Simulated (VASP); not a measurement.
# TaN (Fm-3m) in VASP: a series of runs

The runs below take TaN through single point, with PBEsol.

All numbers are computed with VASP 6.6.1; they aren't measurements. Logs are shortened: lines on timing, memory, paths and dates and some standing lists are left out, and cuts for length are marked.

**1. The cell of the first run**

Symmetry: Fm-3m, No. 225, cubic system. The conventional cell has a = 4.358 Å, b = 4.358 Å, c = 4.358 Å, α = 90.00°, β = 90.00°, γ = 90.00°. Within 2.9 Å of Ta (site symmetry m-3m) lie 6 N at 2.18 Å. N (site symmetry m-3m) has 6 Ta at 2.18 Å within 2.9 Å.

**2. Single point, PBEsol**

INCAR reads:

```
SYSTEM = TaN
PREC = Accurate
ENCUT = 700
EDIFF = 1E-6
ISMEAR = 0
SIGMA = 0.15
LREAL = .FALSE.
LASPH = .TRUE.
NELM = 120
ALGO = Normal
ISIF = 2
LWAVE = .FALSE.
LCHARG = .FALSE.
GGA = PS
NBANDS = 16
GGA_COMPAT = .FALSE.
```

KPOINTS reads:

```
regular mesh
0
G
  18 18 18
  0 0 0
```

POSCAR reads:

```
TaN
1.0
    0.0000000000      2.1790000000      2.1790000000
    2.1790000000      0.0000000000      2.1790000000
    2.1790000000      2.1790000000      0.0000000000
Ta N
1 1
Direct
    0.5000000000      0.5000000000      0.5000000000
    0.0000000000      0.0000000000      0.0000000000
```

Potentials or basis: VASP PAW PBE potentials, release 64 (Ta_sv_GW, N).

Run with:

```bash
$ cat potpaw_PBE.64/Ta_sv_GW/POTCAR potpaw_PBE.64/N/POTCAR > POTCAR
$ mpirun -np 1 vasp_std > vasp.out
```

OUTCAR:

```text
SYSTEM = TaN
   PREC = Accurate
   ENCUT = 700
   EDIFF = 1E-6
   ISMEAR = 0
   LREAL = .FALSE.
   LASPH = .TRUE.
   NELM = 120
   ISIF = 2
   GGA = PS

 ion  position               nearest neighbor table
   1  0.500  0.500  0.500-   2 2.18   2 2.18   2 2.18   2 2.18   2 2.18   2 2.18
   2  0.000  0.000  0.000-   1 2.18   1 2.18   1 2.18   1 2.18   1 2.18   1 2.18

  LATTYP: Found a face centered cubic cell.
 ALAT       =     4.3580000000

  Lattice vectors:

 A1 = (   0.0000000000,   2.1790000000,   2.1790000000)
 A2 = (   2.1790000000,   0.0000000000,   2.1790000000)
 A3 = (   2.1790000000,   2.1790000000,   0.0000000000)

Analysis of symmetry for initial positions (statically):
=====================================================================
 Subroutine PRICEL returns:
 Original cell was already a primitive cell.

 Routine SETGRP: Setting up the symmetry group for a
 face centered cubic supercell.

 Subroutine GETGRP returns: Found 48 space group operations
 (whereof 48 operations were pure point group operations)
 out of a pool of 48 trial point group operations.

The static configuration has the point symmetry O_h .

Analysis of symmetry for dynamics (positions and initial velocities):
=====================================================================
 Subroutine PRICEL returns:
 Original cell was already a primitive cell.

 Routine SETGRP: Setting up the symmetry group for a
 face centered cubic supercell.

 Subroutine GETGRP returns: Found 48 space group operations
 (whereof 48 operations were pure point group operations)
 out of a pool of 48 trial point group operations.

The dynamic configuration has the point symmetry O_h .

 Subroutine INISYM returns: Found 48 space group operations
 (whereof 48 operations are pure point group operations),
 and found     1 'primitive' translations

----------------------------------------------------------------------------------------

                                     Primitive cell

  volume of cell :      20.6920

  direct lattice vectors                    reciprocal lattice vectors
     0.000000000  2.179000000  2.179000000    -0.229463056  0.229463056  0.229463056
     2.179000000  0.000000000  2.179000000     0.229463056 -0.229463056  0.229463056
     2.179000000  2.179000000  0.000000000     0.229463056  0.229463056 -0.229463056

  length of vectors
     3.081571352  3.081571352  3.081571352     0.397441672  0.397441672  0.397441672

  position of ions in fractional coordinates (direct lattice)
     0.500000000  0.500000000  0.500000000
     0.000000000  0.000000000  0.000000000

  ion indices of the primitive-cell ions
   primitive index   ion index
                 1           1
                 2           2

----------------------------------------------------------------------------------------

 KPOINTS: regular mesh

Automatic generation of k-mesh.
 Grid dimensions read from file:
 generate k-points for:   18   18   18

 Generating k-lattice:

  Cartesian coordinates                     Fractional coordinates (reciprocal lattice)
    -0.012747948  0.012747948  0.012747948     0.055555556  0.000000000  0.000000000
     0.012747948 -0.012747948  0.012747948     0.000000000  0.055555556  0.000000000
     0.012747948  0.012747948 -0.012747948     0.000000000  0.000000000  0.055555556

  Length of vectors
     0.022080093  0.022080093  0.022080093

  Shift w.r.t. Gamma in fractional coordinates (k-lattice)
     0.000000000  0.000000000  0.000000000

 Subroutine IBZKPT returns following result:
 ===========================================

 Found    195 irreducible k-points:

 Following reciprocal coordinates:
            Coordinates               Weight
  0.000000  0.000000  0.000000      1.000000
  0.055556  0.000000  0.000000      8.000000
  0.111111  0.000000  0.000000      8.000000
  0.166667  0.000000  0.000000      8.000000
  0.222222  0.000000  0.000000      8.000000
  0.277778  0.000000  0.000000      8.000000
[... 16 lines left out ...]
 -0.277778  0.055556  0.000000     24.000000
 -0.222222  0.055556  0.000000     24.000000
 [... further k-points ...]
   k-points           NKPTS =    195   k-points in BZ     NKDIM =    195   number of bands    NBANDS=     16
   number of dos      NEDOS =    301   number of ions     NIONS =      2
   total plane-waves  NPLWV =  21952
   dimension x,y,z NGX =    28 NGY =   28 NGZ =   28
   dimension x,y,z NGXF=    56 NGYF=   56 NGZF=   56
   ions per type =               1   1
   NGX,Y,Z   is equivalent  to a cutoff of  15.11, 15.11, 15.11 a.u.
   NGXF,Y,Z  is equivalent  to a cutoff of  30.21, 30.21, 30.21 a.u.
 SYSTEM =  TaN
   PREC   = accura    normal or accurate (medium, high low for compatibility)
   ISTART =      0    job   : 0-new  1-cont  2-samecut
   ICHARG =      2    charge: 1-file 2-atom 10-const
   ISPIN  =      1    spin polarized calculation?
   LNONCOLLINEAR =      F non collinear calculations
   LSORBIT =      F    spin-orbit coupling
   LASPH  =      T    aspherical Exc in radial PAW
   ENCUT  =  700.0 eV  51.45 Ry    7.17 a.u.   6.65  6.65  6.65*2*pi/ulx,y,z
   NELM   =    120;   NELMIN=  2; NELMDL= -5     # of ELM steps
   EDIFF  = 0.1E-05   stopping-criterion for ELM
   LREAL  =      F    real-space projection
   EDIFFG = 0.1E-04   stopping-criterion for IOM
   NSW    =      0    number of steps for IOM
   IBRION =     -1    ionic relax: 0-MD 1-quasi-New 2-CG
   NFREE  =      0    steps in history (QN), initial steepest desc. (CG)
   ISIF   =      2    stress and relaxation
   ISYM   =      2    0-nonsym 1-usesym 2-fastsym
   POTIM  = 0.5000    time-step for ionic-motion
   TEBEG  =    0.0;   TEEND  =   0.0 temperature during run
   PSTRESS=    0.0 pullay stress
   NELECT =      18.0000    total number of electrons
   NUPDOWN=      -1.0000    fix difference up-down
   EMIN   =  10.00;   EMAX   =-10.00  energy-range for DOS
   EFERMI =   0.00;   METHOD = LEGACY
   ISMEAR =     0;   SIGMA  =   0.15  broadening in eV -4-tet -1-fermi 0-gaus
   EFERMI_NEDOS =   21; number of points for ismear=-14 and -15
   IALGO  =     38    algorithm
   IMIX   =      4    mixing-type and parameters
     AMIX     =   0.40;   BMIX     =  1.00
     AMIX_MAG =   1.60;   BMIX_MAG =  1.00
  volume/ion in A,a.u.               =      10.35        69.82
  Fermi-wavevector in a.u.,A,eV,Ry     =   1.562782  2.953230 33.229345  2.442288
  Thomas-Fermi vector in A             =   2.665650
   LORBIT       =      0    0 simple, 1 ext, 2 COOP (PROOUT), +10 PAW based schemes
   GGA     = PS    functional components
   LHFCALC =     F    Hartree Fock is set to
   AEXX    =    0.0000 exact exchange contribution
   IVDW    =     0    specifies the selected vdW correction
   LEPSILON=     F    determine dielectric tensor
   LRPA    =     F    only Hartree local field effects (RPA)
 non-spin polarized calculation
 Gauss-broadening in eV      SIGMA  =   0.15
  energy-cutoff  :      700.00
  volume of cell :       20.69
 maximum number of plane-waves:       893
   NGX = 13   NGY = 13   NGZ = 13

 number of electron      17.9999999 magnetization

 Free energy of the ion-electron system (eV)
  ---------------------------------------------------
  ext. energy  EPLUGINS =         0.00000000
  ---------------------------------------------------
  free energy    TOTEN  =       -25.76358471 eV

  energy without entropy =      -25.75412129  energy(sigma->0) =      -25.75885300

 E-fermi :  14.0768     XC(G=0): -14.1189

 val. band max:       14.0624358965   @ k =   0.2222   0.1667   0.0556
 cond. band min:      14.0858973182   @ k =  -0.2778   0.3333   0.1111
 fundamental gap:      0.0234614217
 Fermi energy:        14.0768263260

 k-point     1 :       0.0000    0.0000    0.0000
  band No.  band energies     occupation
      1     -55.3893      2.00000
      2     -21.5625      2.00000
      3     -21.5625      2.00000
      4     -21.5625      2.00000
      5      -4.9456      2.00000
      6      10.1956      2.00000
[... 8 lines left out ...]
     15      23.2054      0.00000
     16      38.7429      0.00000

 k-point     2 :       0.0556    0.0000    0.0000
  band No.  band energies     occupation
      1     -55.3873      2.00000
      2     -21.5938      2.00000
      3     -21.5652      2.00000
      4     -21.5652      2.00000
      5      -4.8657      2.00000
      6       9.7661      2.00000
[... 8 lines left out ...]
     15      23.4460      0.00000
     16      37.3840      0.00000

 k-point     3 :       0.1111    0.0000    0.0000
  band No.  band energies     occupation
      1     -55.3817      2.00000
      2     -21.6830      2.00000
      3     -21.5732      2.00000
      4     -21.5732      2.00000
      5      -4.6331      2.00000
      6       8.8629      2.00000
[... 8 lines left out ...]
     15      24.1267      0.00000
     16      35.3414      0.00000

 k-point     4 :       0.1667    0.0000    0.0000
  band No.  band energies     occupation
      1     -55.3732      2.00000
      2     -21.8169      2.00000
      3     -21.5854      2.00000
      4     -21.5854      2.00000
      5      -4.2677      2.00000
      6       7.8229      2.00000
[... 8 lines left out ...]
     15      25.1149      0.00000
     16      33.3890      0.00000
[... 324 lines left out ...]
 k-point    22 :      -0.3333    0.0556    0.0000
  band No.  band energies     occupation
      1     -55.3367      2.00000
      2     -22.3308      2.00000
      3     -21.6675      2.00000
      4     -21.6267      2.00000
      5      -2.5506      2.00000
      6       4.6222      2.00000
[... 8 lines left out ...]
     15      26.1603      0.00000
     16      28.2282      0.00000

 k-point    23 :      -0.2778    0.0556    0.0000
  band No.  band energies     occupation
      1     -55.3466      2.00000
      2     -22.1922      2.00000
      3     -21.6550      2.00000
      4     -21.6099      2.00000
      5      -3.0675      2.00000
      6       5.4195      2.00000
[... 8 lines left out ...]
     15      26.5673      0.00000
     16      29.4222      0.00000

 k-point    24 :      -0.2222    0.0556    0.0000
  band No.  band energies     occupation
      1     -55.3576      2.00000
      2     -22.0343      2.00000
      3     -21.6386      2.00000
      4     -21.5934      2.00000
      5      -3.5912      2.00000
      6       6.3277      2.00000
[... 8 lines left out ...]
     15      26.4862      0.00000
     16      30.5285      0.00000

 [... further k-points ...]

------------------------ aborting loop because EDIFF is reached ----------------------------------------

  FORCE on cell =-STRESS in cart. coord.  units (eV):
  Direction    XX          YY          ZZ          XY          YZ          ZX
  --------------------------------------------------------------------------------------
  -------------------------------------------------------------------------------------
  Total        0.5793537      0.5793537      0.5793537      0.0000000      0.0000000      0.0000000
  in kB       44.8593201     44.8593201     44.8593201      0.0000000      0.0000000      0.0000000
  external PRESSURE =      44.8593201 kB  Pullay stress =       0.0000000 kB

 VOLUME and BASIS-vectors are now :
 -----------------------------------------------------------------------------
  energy-cutoff  :      700.00
  volume of cell :       20.69
      direct lattice vectors                 reciprocal lattice vectors
     0.000000000  2.179000000  2.179000000    -0.229463056  0.229463056  0.229463056
     2.179000000  0.000000000  2.179000000     0.229463056 -0.229463056  0.229463056
     2.179000000  2.179000000  0.000000000     0.229463056  0.229463056 -0.229463056

 POSITION                                       TOTAL-FORCE (eV/Angst)
 -----------------------------------------------------------------------------------
      2.17900      2.17900      2.17900        -0.000000     -0.000000     -0.000000
      0.00000      0.00000      0.00000         0.000000      0.000000      0.000000
 -----------------------------------------------------------------------------------
    total drift:                                0.000000      0.000000      0.000000

  FREE ENERGIE OF THE ION-ELECTRON SYSTEM (eV)
  ---------------------------------------------------
  free  energy   TOTEN  =       -25.7635847102 eV

  energy  without entropy=      -25.7541212918  energy(sigma->0) =      -25.75885300
```

Run time: 40 s. Hardware: 1 thread of Intel Xeon 6975P-C (Granite Rapids), shared host; peak memory 0.26 GiB.

What came out:

```
Free energy            : -25.7636 eV
Pressure               : 4.5 GPa
Band gap on the k mesh : zero (bands 9 and 10 overlap by 4.20 eV)
```

Caveat: the cell stands under pressure; the PAW data sets were made with another functional, which shifts forces and pressure a little; spin-orbit coupling is left out, which moves the levels of the heavy elements.

**3. Single point, PBEsol**

INCAR reads:

```
SYSTEM = TaN
PREC     = Accurate       ! precision mode
ENCUT    = 700            ! plane-wave cutoff, eV
EDIFF    = 1E-6           ! SCF threshold, eV
ISMEAR   = 0              ! smearing method
SIGMA    = 0.15           ! smearing width, eV
LREAL    = .False.        ! projectors in reciprocal space
LASPH    = .True.         ! aspherical terms in the spheres
NELM     = 120            ! most SCF steps
ALGO     = Normal         ! electronic algorithm
ISIF     = 2              ! what is computed and relaxed
LWAVE    = .False.        ! write WAVECAR
LCHARG   = .False.        ! write CHGCAR
GGA      = PS             ! functional
NBANDS   = 16             ! bands
GGA_COMPAT= .False.
```

KPOINTS reads:

```
Automatic mesh
0
Gamma
  20 20 20
  0 0 0
```

POSCAR is that of step 2.

Potentials or basis: VASP PAW PBE potentials, release 64 (Ta_sv_GW, N).

Run with:

```bash
$ cat potpaw_PBE.64/Ta_sv_GW/POTCAR potpaw_PBE.64/N/POTCAR > POTCAR
$ mpirun -np 1 vasp_std > vasp.out
```

OUTCAR:

```text
SYSTEM = TaN
   PREC = Accurate
   ENCUT = 700
   EDIFF = 1E-6
   ISMEAR = 0
   LREAL = .False.
   LASPH = .True.
   NELM = 120
   ISIF = 2
   GGA = PS

 ion  position               nearest neighbor table
   1  0.500  0.500  0.500-   2 2.18   2 2.18   2 2.18   2 2.18   2 2.18   2 2.18
   2  0.000  0.000  0.000-   1 2.18   1 2.18   1 2.18   1 2.18   1 2.18   1 2.18

  LATTYP: Found a face centered cubic cell.
 ALAT       =     4.3580000000

  Lattice vectors:

 A1 = (   0.0000000000,   2.1790000000,   2.1790000000)
 A2 = (   2.1790000000,   0.0000000000,   2.1790000000)
 A3 = (   2.1790000000,   2.1790000000,   0.0000000000)

Analysis of symmetry for initial positions (statically):
=====================================================================
 Subroutine PRICEL returns:
 Original cell was already a primitive cell.

 Routine SETGRP: Setting up the symmetry group for a
 face centered cubic supercell.

 Subroutine GETGRP returns: Found 48 space group operations
 (whereof 48 operations were pure point group operations)
 out of a pool of 48 trial point group operations.

The static configuration has the point symmetry O_h .

Analysis of symmetry for dynamics (positions and initial velocities):
=====================================================================
 Subroutine PRICEL returns:
 Original cell was already a primitive cell.

 Routine SETGRP: Setting up the symmetry group for a
 face centered cubic supercell.

 Subroutine GETGRP returns: Found 48 space group operations
 (whereof 48 operations were pure point group operations)
 out of a pool of 48 trial point group operations.

The dynamic configuration has the point symmetry O_h .

 Subroutine INISYM returns: Found 48 space group operations
 (whereof 48 operations are pure point group operations),
 and found     1 'primitive' translations

----------------------------------------------------------------------------------------

                                     Primitive cell

  volume of cell :      20.6920

[... 109 lines left out ...]
  volume/ion in A,a.u.               =      10.35        69.82
  Fermi-wavevector in a.u.,A,eV,Ry     =   1.562782  2.953230 33.229345  2.442288
  Thomas-Fermi vector in A             =   2.665650
   LORBIT       =      0    0 simple, 1 ext, 2 COOP (PROOUT), +10 PAW based schemes
   GGA     = PS    functional components
   LHFCALC =     F    Hartree Fock is set to
   AEXX    =    0.0000 exact exchange contribution
   IVDW    =     0    specifies the selected vdW correction
   LEPSILON=     F    determine dielectric tensor
   LRPA    =     F    only Hartree local field effects (RPA)
 non-spin polarized calculation
 Gauss-broadening in eV      SIGMA  =   0.15
  energy-cutoff  :      700.00
  volume of cell :       20.69
 maximum number of plane-waves:       893
   NGX = 13   NGY = 13   NGZ = 13

 number of electron      17.9999999 magnetization

 Free energy of the ion-electron system (eV)
  ---------------------------------------------------
  ext. energy  EPLUGINS =         0.00000000
  ---------------------------------------------------
  free energy    TOTEN  =       -25.76469758 eV

  energy without entropy =      -25.75671466  energy(sigma->0) =      -25.76070612

 E-fermi :  14.0570     XC(G=0): -14.1190

 val. band max:       14.0348609973   @ k =   0.4500   0.1000   0.0000
 cond. band min:      14.0728308601   @ k =  -0.4500   0.2000   0.1000
 fundamental gap:      0.0379698629
 Fermi energy:        14.0570050997

 k-point     1 :       0.0000    0.0000    0.0000
  band No.  band energies     occupation
      1     -55.3916      2.00000
      2     -21.5646      2.00000
      3     -21.5646      2.00000
      4     -21.5646      2.00000
      5      -4.9450      2.00000
      6      10.1964      2.00000
[... 433 lines left out ...]
      3     -21.6672      2.00000
      4     -21.6333      2.00000
      5      -2.4196      2.00000
      6       4.4321      2.00000
[... 8 lines left out ...]
     15      26.0805      0.00000
     16      27.9521      0.00000

 [... further k-points ...]

------------------------ aborting loop because EDIFF is reached ----------------------------------------

  FORCE on cell =-STRESS in cart. coord.  units (eV):
  Direction    XX          YY          ZZ          XY          YZ          ZX
  --------------------------------------------------------------------------------------
  -------------------------------------------------------------------------------------
  Total        0.5770602      0.5770602      0.5770602      0.0000000     -0.0000000      0.0000000
  in kB       44.6817305     44.6817305     44.6817305      0.0000000     -0.0000000      0.0000000
  external PRESSURE =      44.6817305 kB  Pullay stress =       0.0000000 kB

 VOLUME and BASIS-vectors are now :
 -----------------------------------------------------------------------------
  energy-cutoff  :      700.00
  volume of cell :       20.69
      direct lattice vectors                 reciprocal lattice vectors
     0.000000000  2.179000000  2.179000000    -0.229463056  0.229463056  0.229463056
     2.179000000  0.000000000  2.179000000     0.229463056 -0.229463056  0.229463056
     2.179000000  2.179000000  0.000000000     0.229463056  0.229463056 -0.229463056

 POSITION                                       TOTAL-FORCE (eV/Angst)
 -----------------------------------------------------------------------------------
      2.17900      2.17900      2.17900        -0.000000      0.000000      0.000000
      0.00000      0.00000      0.00000         0.000000     -0.000000     -0.000000
 -----------------------------------------------------------------------------------
    total drift:                                0.000000      0.000000      0.000000

  FREE ENERGIE OF THE ION-ELECTRON SYSTEM (eV)
  ---------------------------------------------------
  free  energy   TOTEN  =       -25.7646975790 eV

  energy  without entropy=      -25.7567146629  energy(sigma->0) =      -25.76070612
```

Run time: 1.8 min. Hardware: 1 thread of Intel Xeon Platinum 8259CL at 2.50GHz (Skylake/Cascade Lake), shared host; peak memory 0.28 GiB.

What came out:

```yaml
Free_energy: -25.7647 eV
Pressure: 4.5 GPa
Band_gap_on_the_k_mesh: zero (bands 9 and 10 overlap by 4.20 eV)
```

Caveat: the cell stands under pressure; the PAW data sets were made with another functional, which shifts forces and pressure a little; spin-orbit coupling is left out, which moves the levels of the heavy elements.

The gap in the log of VASP goes by the Fermi energy; the results here count the filled bands.